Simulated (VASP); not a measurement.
Here is a VASP 6.6.1 calculation.

The input INCAR:

```
ALGO     = Normal         # electronic algorithm
EDIFF    = 1E-8           # SCF threshold, eV
ENCUT    = 520            # plane-wave cutoff, eV
GGA      = PS             # functional
ISIF     = 2              # what is computed and relaxed
ISMEAR   = -1             # smearing method
LASPH    = T              # aspherical terms in the spheres
LCHARG   = F              # write CHGCAR
LEFG     = T            
LREAL    = F              # projectors in reciprocal space
LWAVE    = F              # write WAVECAR
NBANDS   = 26             # bands
NELM     = 100            # most SCF steps
PREC     = Accurate       # precision mode
SIGMA    = 0.05           # smearing width, eV
```

File KPOINTS:

```
k-points
0
Gamma
  9 9 6
```

The input POSCAR:

```
CdTe
1.0
    3.0652910000     -3.0946090000      0.0000000000
    3.0652910000      3.0946090000      0.0000000000
    0.0000000000      0.0000000000      6.2124650400
Cd Te
2 2
Direct
    0.2770300000      0.7229700000      0.7500000000
    0.7229700000      0.2770300000      0.2500000000
    0.7661370000      0.2338630000      0.7500000000
    0.2338630000      0.7661370000      0.2500000000
```

Potentials or basis: VASP PAW PBE potentials, release 64 (Cd, Te).

Launch:

```sh
$ cat potpaw_PBE.64/Cd/POTCAR potpaw_PBE.64/Te/POTCAR > POTCAR
$ mpirun -np 1 vasp_std > vasp.out
```

Q: Predict the band gap on the k mesh.

A: Zero (bands 18 and 19 overlap by 1.22 eV).

Q: What does it give for the pressure?

A: -3.8 GPa.

Q: Estimate the largest force.

A: 0.068 eV/Å.

Electric field gradients, principal values (V/Å²):
| atom | least | middle | greatest (by size) |
| --- | --- | --- | --- |
| 1 Cd | -0.875 | -6.649 | 7.524 |
| 2 Cd | -0.875 | -6.649 | 7.524 |
| 3 Te | 7.841 | 21.277 | -29.118 |
| 4 Te | 7.841 | 21.277 | -29.118 |

Caveat: the cell differs from its parent crystal (zz strain of +2 %); the cell stands under tension; without QUAD_EFG the Cq values of the log hold for a quadrupole moment of 1 mb, not for the nuclei; the PAW data sets were made with another functional, which shifts forces and pressure a little; spin-orbit coupling is left out, which moves the levels of the heavy elements.
